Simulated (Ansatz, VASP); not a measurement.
WS2 in VASP and in Ansatz

```
CELL_PARAMETERS angstrom
3.16052 0.00000 0.00000
-1.58026 2.73709 0.00000
0.00000 0.00000 21.15158
ATOMIC_POSITIONS crystal
S 0.33333 0.66667 0.42550
S 0.33333 0.66667 0.57450
W 0.66667 0.33333 0.50000
```

Alike in both runs: task single point; functional PBE; dispersion D3(BJ); k mesh 39 × 39 × 1; occupations gaussian, width 0.05 eV; no spin polarisation.

```csv
,VASP,Ansatz
version,VASP 6.6.1,Ansatz 0.2.0
potentials or method,"VASP PAW PBE potentials, release 64 (S, W_sv), cutoff 520 eV","scalar-relativistic, plane waves, PAW"
valence electrons in the cell,26,26
```

```csv
,VASP,Ansatz,Ansatz less VASP
gap on the k mesh at the Fermi level (eV),1.92,1.92,-0.004
```

Ansatz's warnings: band edge not confirmed under output density, xc potential rough in thin density.

Spin-orbit coupling is off throughout.
